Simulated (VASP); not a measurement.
# MgS (P4/mmm) in VASP: further runs

MgS is run at these levels: PBE; tasks: single point, relaxation of cell and atoms.

Everything below comes from runs of VASP 6.6.1. Logs are shortened: lines on timing, memory, paths and dates and some standing lists are left out, and cuts for length are marked.

**1. The cell of the first run**

It takes space group P4/mmm (No. 123, tetragonal). Conventional cell: a = 3.095 Å, b = 3.095 Å, c = 4.390 Å, α = 90.00°, β = 90.00°, γ = 90.00°. Mg (site symmetry 4/mmm) has 4 Mg at 3.10 Å and 8 S at 3.10 Å within 4.1 Å. S (site symmetry 4/mmm) has 4 S at 3.10 Å and 8 Mg at 3.10 Å within 4.1 Å.

**2. Single point, PBE**

Contents of INCAR:

```
SYSTEM = MgS
  ALGO = Normal
  EDIFF = 1E-7
  ENCUT = 520
  GGA = PE
  ISIF = 2
  ISMEAR = 0
  LASPH = .True.
  LCHARG = .False.
  LREAL = .False.
  LWAVE = .False.
  NBANDS = 11
  NELM = 60
  PREC = Accurate
  SIGMA = 0.1
```

Contents of KPOINTS:

```
k-points
0
Gamma
  6 6 4
  0 0 0
```

Contents of POSCAR:

```
MgS
1.0
    3.0951786600      0.0000000000      0.0000000000
    0.0000000000      3.0951786600      0.0000000000
    0.0000000000      0.0000000000      4.3896140000
Mg S
1 1
Direct
    0.0000000000      0.0000000000      0.0000000000
    0.5000000000      0.5000000000      0.5000000000
```

Potentials or basis: VASP PAW PBE potentials, release 64 (Mg, S).

On the command line:

```sh
> cat potpaw_PBE.64/Mg/POTCAR potpaw_PBE.64/S/POTCAR > POTCAR
> mpirun -np 1 vasp_std > vasp.out
```

OUTCAR:

```text
SYSTEM = MgS
   EDIFF = 1E-7
   ENCUT = 520
   GGA = PE
   ISIF = 2
   ISMEAR = 0
   LASPH = .True.
   LREAL = .False.
   NELM = 60
   PREC = Accurate

 ion  position               nearest neighbor table
   1  0.000  0.000  0.000-   2 3.10   2 3.10   2 3.10   2 3.10   2 3.10   2 3.10   2 3.10   2 3.10

   2  0.500  0.500  0.500-   1 3.10   1 3.10   1 3.10   1 3.10   1 3.10   1 3.10   1 3.10   1 3.10

  LATTYP: Found a simple tetragonal cell.
 ALAT       =     3.0951786600
 C/A-ratio  =     1.4182102173

  Lattice vectors:

 A1 = (   3.0951786600,   0.0000000000,   0.0000000000)
 A2 = (   0.0000000000,   3.0951786600,   0.0000000000)
 A3 = (   0.0000000000,   0.0000000000,   4.3896140000)

Analysis of symmetry for initial positions (statically):
=====================================================================
 Subroutine PRICEL returns:
 Original cell was already a primitive cell.

 Routine SETGRP: Setting up the symmetry group for a
 simple tetragonal supercell.

 Subroutine GETGRP returns: Found 16 space group operations
 (whereof 16 operations were pure point group operations)
 out of a pool of 16 trial point group operations.

The static configuration has the point symmetry D_4h.

Analysis of symmetry for dynamics (positions and initial velocities):
=====================================================================
 Subroutine PRICEL returns:
 Original cell was already a primitive cell.

 Routine SETGRP: Setting up the symmetry group for a
 simple tetragonal supercell.

 Subroutine GETGRP returns: Found 16 space group operations
 (whereof 16 operations were pure point group operations)
 out of a pool of 16 trial point group operations.

The dynamic configuration has the point symmetry D_4h.

 Subroutine INISYM returns: Found 16 space group operations
 (whereof 16 operations are pure point group operations),
 and found     1 'primitive' translations

----------------------------------------------------------------------------------------

                                     Primitive cell

  volume of cell :      42.0531

  direct lattice vectors                    reciprocal lattice vectors
     3.095178660  0.000000000  0.000000000     0.323083127  0.000000000  0.000000000
     0.000000000  3.095178660  0.000000000     0.000000000  0.323083127  0.000000000
     0.000000000  0.000000000  4.389614000     0.000000000  0.000000000  0.227810464

  length of vectors
     3.095178660  3.095178660  4.389614000     0.323083127  0.323083127  0.227810464

  position of ions in fractional coordinates (direct lattice)
     0.000000000  0.000000000  0.000000000
     0.500000000  0.500000000  0.500000000

  ion indices of the primitive-cell ions
   primitive index   ion index
                 1           1
                 2           2

----------------------------------------------------------------------------------------

 KPOINTS: k-points

Automatic generation of k-mesh.
 Grid dimensions read from file:
 generate k-points for:    6    6    4

 Generating k-lattice:

  Cartesian coordinates                     Fractional coordinates (reciprocal lattice)
     0.053847188  0.000000000  0.000000000     0.166666667  0.000000000  0.000000000
     0.000000000  0.053847188  0.000000000     0.000000000  0.166666667  0.000000000
     0.000000000  0.000000000  0.056952616     0.000000000  0.000000000  0.250000000

  Length of vectors
     0.053847188  0.053847188  0.056952616

  Shift w.r.t. Gamma in fractional coordinates (k-lattice)
     0.000000000  0.000000000  0.000000000

 Subroutine IBZKPT returns following result:
 ===========================================

 Found     30 irreducible k-points:

 Following reciprocal coordinates:
            Coordinates               Weight
  0.000000  0.000000  0.000000      1.000000
  0.166667  0.000000  0.000000      4.000000
  0.333333  0.000000  0.000000      4.000000
  0.500000  0.000000  0.000000      2.000000
  0.166667  0.166667  0.000000      4.000000
  0.333333  0.166667  0.000000      8.000000
[... 16 lines left out ...]
  0.333333  0.000000  0.500000      4.000000
  0.500000  0.000000  0.500000      2.000000
 [... further k-points ...]
   k-points           NKPTS =     30   k-points in BZ     NKDIM =     30   number of bands    NBANDS=     11
   number of dos      NEDOS =    301   number of ions     NIONS =      2
   total plane-waves  NPLWV =  20736
   dimension x,y,z NGX =    24 NGY =   24 NGZ =   36
   dimension x,y,z NGXF=    48 NGYF=   48 NGZF=   72
   ions per type =               1   1
   NGX,Y,Z   is equivalent  to a cutoff of  12.89, 12.89, 13.63 a.u.
   NGXF,Y,Z  is equivalent  to a cutoff of  25.78, 25.78, 27.27 a.u.
 SYSTEM =  MgS
   PREC   = accura    normal or accurate (medium, high low for compatibility)
   ISTART =      0    job   : 0-new  1-cont  2-samecut
   ICHARG =      2    charge: 1-file 2-atom 10-const
   ISPIN  =      1    spin polarized calculation?
   LNONCOLLINEAR =      F non collinear calculations
   LSORBIT =      F    spin-orbit coupling
   LASPH  =      T    aspherical Exc in radial PAW
   ENCUT  =  520.0 eV  38.22 Ry    6.18 a.u.   5.75  5.75  8.16*2*pi/ulx,y,z
   NELM   =     60;   NELMIN=  2; NELMDL= -5     # of ELM steps
   EDIFF  = 0.1E-06   stopping-criterion for ELM
   LREAL  =      F    real-space projection
   EDIFFG = 0.1E-05   stopping-criterion for IOM
   NSW    =      0    number of steps for IOM
   IBRION =     -1    ionic relax: 0-MD 1-quasi-New 2-CG
   NFREE  =      0    steps in history (QN), initial steepest desc. (CG)
   ISIF   =      2    stress and relaxation
   ISYM   =      2    0-nonsym 1-usesym 2-fastsym
   POTIM  = 0.5000    time-step for ionic-motion
   TEBEG  =    0.0;   TEEND  =   0.0 temperature during run
   PSTRESS=    0.0 pullay stress
   NELECT =       8.0000    total number of electrons
   NUPDOWN=      -1.0000    fix difference up-down
   EMIN   =  10.00;   EMAX   =-10.00  energy-range for DOS
   EFERMI =   0.00;   METHOD = LEGACY
   ISMEAR =     0;   SIGMA  =   0.10  broadening in eV -4-tet -1-fermi 0-gaus
   EFERMI_NEDOS =   21; number of points for ismear=-14 and -15
   IALGO  =     38    algorithm
   IMIX   =      4    mixing-type and parameters
     AMIX     =   0.40;   BMIX     =  1.00
     AMIX_MAG =   1.60;   BMIX_MAG =  1.00
  volume/ion in A,a.u.               =      21.03       141.89
  Fermi-wavevector in a.u.,A,eV,Ry     =   0.941540  1.779253 12.061539  0.886498
  Thomas-Fermi vector in A             =   2.069061
   LORBIT       =      0    0 simple, 1 ext, 2 COOP (PROOUT), +10 PAW based schemes
   GGA     = PE    functional components
   LHFCALC =     F    Hartree Fock is set to
   AEXX    =    0.0000 exact exchange contribution
   IVDW    =     0    specifies the selected vdW correction
   LEPSILON=     F    determine dielectric tensor
   LRPA    =     F    only Hartree local field effects (RPA)
 non-spin polarized calculation
 Gauss-broadening in eV      SIGMA  =   0.10
  energy-cutoff  :      520.00
  volume of cell :       42.05
 maximum number of plane-waves:      1176
 NGX is ok and might be reduce to    24
   NGX = 11   NGY = 11   NGZ = 17

 number of electron       8.0000000 magnetization

 Free energy of the ion-electron system (eV)
  ---------------------------------------------------
  ext. energy  EPLUGINS =         0.00000000
  ---------------------------------------------------
  free energy    TOTEN  =        -5.86885862 eV

  energy without entropy =       -5.86157136  energy(sigma->0) =       -5.86521499

 E-fermi :   4.2851     XC(G=0):  -9.1769

 val. band max:        4.2346592271   @ k =   0.1667   0.0000   0.0000
 cond. band min:       4.2877419665   @ k =   0.1667   0.0000   0.2500
 fundamental gap:      0.0530827395
 Fermi energy:         4.2851322280

 k-point     1 :       0.0000    0.0000    0.0000
  band No.  band energies     occupation
      1      -9.5079      2.00000
      2       0.1238      2.00000
      3       1.3910      2.00000
      4       4.0702      1.99763
      5       4.0702      1.99763
      6       9.8210      0.00000
      7      10.2754      0.00000
      8      12.6290      0.00000
      9      15.2557      0.00000
     10      15.2557      0.00000
     11      15.8765      0.00000

 k-point     2 :       0.1667    0.0000    0.0000
  band No.  band energies     occupation
      1      -9.2499      2.00000
      2       0.3928      2.00000
      3       1.2788      2.00000
      4       2.8450      2.00000
      5       4.2347      1.52465
      6      10.3108      0.00000
      7      10.7151      0.00000
      8      11.0975      0.00000
      9      14.4214      0.00000
     10      15.3017      0.00000
     11      15.8074      0.00000

 k-point     3 :       0.3333    0.0000    0.0000
  band No.  band energies     occupation
      1      -8.6265      2.00000
      2      -0.5327      2.00000
      3       1.0572      2.00000
      4       3.4198      2.00000
      5       4.6010      0.00001
      6       8.1924      0.00000
      7       8.6990      0.00000
      8      11.6377      0.00000
      9      14.8680      0.00000
     10      15.9473      0.00000
     11      16.2790      0.00000
[... 267 lines left out ...]
 k-point    23 :       0.3333    0.0000    0.5000
  band No.  band energies     occupation
      1      -8.4391      2.00000
      2      -1.1869      2.00000
      3       0.0778      2.00000
      4       4.4438      0.02488
      5       4.7006      0.00000
      6       8.5575      0.00000
      7      10.7399      0.00000
      8      13.5472      0.00000
      9      14.0482      0.00000
     10      14.5207      0.00000
     11      15.1802      0.00000

 k-point    24 :       0.5000    0.0000    0.5000
  band No.  band energies     occupation
      1      -8.0793      2.00000
      2      -0.9342      2.00000
      3      -0.2716      2.00000
      4       2.9313      2.00000
      5       4.9017      0.00000
      6       8.6869      0.00000
      7      12.3358      0.00000
      8      12.6059      0.00000
      9      14.4205      0.00000
     10      15.0532      0.00000
     11      15.1553      0.00000

 [... further k-points ...]

------------------------ aborting loop because EDIFF is reached ----------------------------------------

  FORCE on cell =-STRESS in cart. coord.  units (eV):
  Direction    XX          YY          ZZ          XY          YZ          ZX
  --------------------------------------------------------------------------------------
  -------------------------------------------------------------------------------------
  Total        0.5933783      0.5933783     -5.7407724      0.0000000      0.0000000      0.0000000
  in kB       22.6070790     22.6070790   -218.7172981      0.0000000      0.0000000      0.0000000
  external PRESSURE =     -57.8343800 kB  Pullay stress =       0.0000000 kB

 VOLUME and BASIS-vectors are now :
 -----------------------------------------------------------------------------
  energy-cutoff  :      520.00
  volume of cell :       42.05
      direct lattice vectors                 reciprocal lattice vectors
     3.095178660  0.000000000  0.000000000     0.323083127  0.000000000  0.000000000
     0.000000000  3.095178660  0.000000000     0.000000000  0.323083127  0.000000000
     0.000000000  0.000000000  4.389614000     0.000000000  0.000000000  0.227810464

 POSITION                                       TOTAL-FORCE (eV/Angst)
 -----------------------------------------------------------------------------------
      0.00000      0.00000      0.00000         0.000000      0.000000      0.000000
      1.54759      1.54759      2.19481         0.000000      0.000000      0.000000
 -----------------------------------------------------------------------------------
    total drift:                               -0.000000     -0.000000     -0.000000

  FREE ENERGIE OF THE ION-ELECTRON SYSTEM (eV)
  ---------------------------------------------------
  free  energy   TOTEN  =        -5.8688586238 eV

  energy  without entropy=       -5.8615713606  energy(sigma->0) =       -5.86521499
```

It took 8.2 s on 1 thread of Intel Xeon Platinum 8488C (Sapphire Rapids), shared host; peak memory 0.15 GiB.

Results:

```
Free energy            : -5.8689 eV
Pressure               : -5.8 GPa
Band gap on the k mesh : zero (band 4 reaches 4.69 eV, above the bottom of band 5 at 3.40 eV)
```

**3. Relaxation of cell and atoms, PBE**

Contents of INCAR:

```
SYSTEM = MgS
ALGO = Normal ; EDIFF = 1E-7
EDIFFG = -0.04 ; ENCUT = 600
GGA = PE ; IBRION = 2
ISIF = 3 ; ISMEAR = 0
LASPH = .True. ; LCHARG = .False.
LREAL = .False. ; LWAVE = .False.
NELM = 60 ; NSW = 90
PREC = Accurate ; SIGMA = 0.1
```

KPOINTS is that of step 2.

POSCAR is that of step 2.

Potentials or basis: VASP PAW PBE potentials, release 64 (Mg, S).

On the command line:

```sh
> cat potpaw_PBE.64/Mg/POTCAR potpaw_PBE.64/S/POTCAR > POTCAR
> mpirun -np 1 vasp_std > vasp.out
```

OUTCAR:

```text
SYSTEM = MgS
   EDIFF = 1E-7
   EDIFFG = -0.04
   ENCUT = 600
   GGA = PE
   IBRION = 2
   ISIF = 3
   ISMEAR = 0
   LASPH = .True.
   LREAL = .False.
   NELM = 60
   NSW = 90
   PREC = Accurate

 ion  position               nearest neighbor table
   1  0.000  0.000  0.000-   2 3.10   2 3.10   2 3.10   2 3.10   2 3.10   2 3.10   2 3.10   2 3.10

   2  0.500  0.500  0.500-   1 3.10   1 3.10   1 3.10   1 3.10   1 3.10   1 3.10   1 3.10   1 3.10

  LATTYP: Found a simple tetragonal cell.
 ALAT       =     3.0951786600
 C/A-ratio  =     1.4182102173

  Lattice vectors:

 A1 = (   3.0951786600,   0.0000000000,   0.0000000000)
 A2 = (   0.0000000000,   3.0951786600,   0.0000000000)
 A3 = (   0.0000000000,   0.0000000000,   4.3896140000)

Analysis of symmetry for initial positions (statically):
=====================================================================
 Subroutine PRICEL returns:
 Original cell was already a primitive cell.

 Routine SETGRP: Setting up the symmetry group for a
 simple tetragonal supercell.

 Subroutine GETGRP returns: Found 16 space group operations
 (whereof 16 operations were pure point group operations)
 out of a pool of 16 trial point group operations.

The static configuration has the point symmetry D_4h.

Analysis of symmetry for dynamics (positions and initial velocities):
=====================================================================
[... 151 lines left out ...]

 number of electron       8.0000001 magnetization

 Free energy of the ion-electron system (eV)
  ---------------------------------------------------
  ext. energy  EPLUGINS =         0.00000000
  ---------------------------------------------------
  free energy    TOTEN  =        -5.86903293 eV

  energy without entropy =       -5.86174530  energy(sigma->0) =       -5.86538912

 E-fermi :   4.2850     XC(G=0):  -9.1769

 val. band max:        4.2344978247   @ k =   0.1667   0.0000   0.0000
 cond. band min:       4.2875860765   @ k =   0.1667   0.0000   0.2500
 fundamental gap:      0.0530882518
 Fermi energy:         4.2849817117
[... 904 lines left out ...]
 k-point    24 :       0.5000    0.0000    0.5000
  band No.  band energies     occupation
      1      -6.2016      2.00000
      2       0.4811      2.00000
      3       0.6143      2.00000
      4       5.3239      2.00000
      5       6.1719      0.00001
      6      13.7952      0.00000
      7      14.6222      0.00000
      8      14.9436      0.00000

 [... further k-points ...]

[... ionic steps 4 to 8 ...]

--------------------------------------- Ionic step        9  -------------------------------------------

 number of electron       8.0000001 magnetization

------------------------ aborting loop because EDIFF is reached ----------------------------------------
[... 67 lines left out ...]
--------------------------------------- Ionic step       11  -------------------------------------------

 number of electron       8.0000001 magnetization

 Free energy of the ion-electron system (eV)
  ---------------------------------------------------
  ext. energy  EPLUGINS =         0.00000000
  ---------------------------------------------------
  free energy    TOTEN  =        -7.22408699 eV

  energy without entropy =       -7.21990262  energy(sigma->0) =       -7.22199480

 E-fermi :   5.3240     XC(G=0):  -9.8302

 val. band max:        5.3098827509   @ k =   0.5000   0.1667   0.5000
 cond. band min:       5.4624420598   @ k =   0.5000   0.5000   0.0000
 fundamental gap:      0.1525593090
 Fermi energy:         5.3240380341
[... 293 lines left out ...]
  FREE ENERGIE OF THE ION-ELECTRON SYSTEM (eV)
  ---------------------------------------------------
  free  energy   TOTEN  =        -7.2240869868 eV

  energy  without entropy=       -7.2199026185  energy(sigma->0) =       -7.22199480

 reached required accuracy - stopping structural energy minimisation
```

It took 99 s on 1 thread of Intel Xeon Platinum 8488C (Sapphire Rapids), shared host; peak memory 0.18 GiB.

Results:

```yaml
Free_energy: -7.2241 eV
Relaxed_volume: 17.48 Å³/atom
Relaxed_cell: a = 3.264 Å, b = 3.264 Å, c = 3.282 Å, α = 90.00°, β = 90.00°, γ = 90.00°
Space_group_after_relaxing_to_0.05_Å: Pm-3m (No. 221)
Energy_gained_by_relaxing: 677.5 meV/atom
Ionic_steps: 11
Pressure_after_relaxing: -0.1 GPa
Band_gap_on_the_k_mesh: zero (filled and empty bands touch)
```

Step by step:
```tsv
step	energy change (eV)	largest force (eV/Å)	pressure (GPa)	volume (Å³)
1	0.0000	0.0000	-5.77	42.05
2	-0.8845	0.0000	-2.05	37.29
3	5.1725	0.0000	113.65	21.01
4	-1.1829	0.0000	-0.03	35.29
5	-1.2276	0.0000	9.65	31.24
6	-1.3239	0.0000	4.47	32.97
7	-1.3242	0.0000	3.97	33.17
8	-1.3529	0.0000	-0.57	35.24
9	-1.3548	0.0000	0.30	34.80
10	-1.3548	0.0000	0.23	34.83
11	-1.3551	0.0000	-0.05	34.97
```

Final structure:
```cif
data_structure
_symmetry_space_group_name_H-M 'P 1'
_symmetry_Int_Tables_number 1
_cell_length_a 3.2640
_cell_length_b 3.2640
_cell_length_c 3.2821
_cell_angle_alpha 90.000
_cell_angle_beta 90.000
_cell_angle_gamma 90.000
_cell_volume 34.97
loop_
_atom_site_label
_atom_site_type_symbol
_atom_site_fract_x
_atom_site_fract_y
_atom_site_fract_z
_atom_site_occupancy
Mg1 Mg 0.00000 0.00000 0.00000 1
S1 S 0.50000 0.50000 0.50000 1
```

Caveat: the volume moved by over 15 % at a fixed basis, so the end points are rough.
